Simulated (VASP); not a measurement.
Runs of VASP 6.6.1 on Sb. The structure is that of space group Pm-3m (No. 221), or close to it. The cells are those of the table. 

| cell | gap on the mesh (eV) | pressure (GPa) |
| --- | --- | --- |
| a = 3.160, b = 3.350 Å, 1 atom | none | -4.4 |
| a = 3.160, b = 3.302 Å, 1 atom | none | -4.0 |
| a = 3.160, b = 3.207 Å, 1 atom | none | (b) |
| a = 3.160, b = 3.018 Å, 1 atom | none | 0.0 |
| a = 3.160, b = 3.065 Å, 1 atom | none | (a) |

Alike in all rows: task single point; level PBE; potentials or basis VASP PAW PBE potentials, release 64 (Sb); no spin polarisation; k mesh 16 × 16 × 16; cutoff (eV) 520; smearing gaussian 0.15 eV.

Task: Fill in the values left out.

Result: (a) -1.0; (b) -3.1.

Caveats: spin-orbit coupling is left out, which moves the levels of the heavy elements; the cell stands under tension (at least some runs).

A k mesh can miss the band edges, and the runs leave out spin-orbit coupling on Sb.

A gap of «none» marks levels without a gap at the run's occupations.
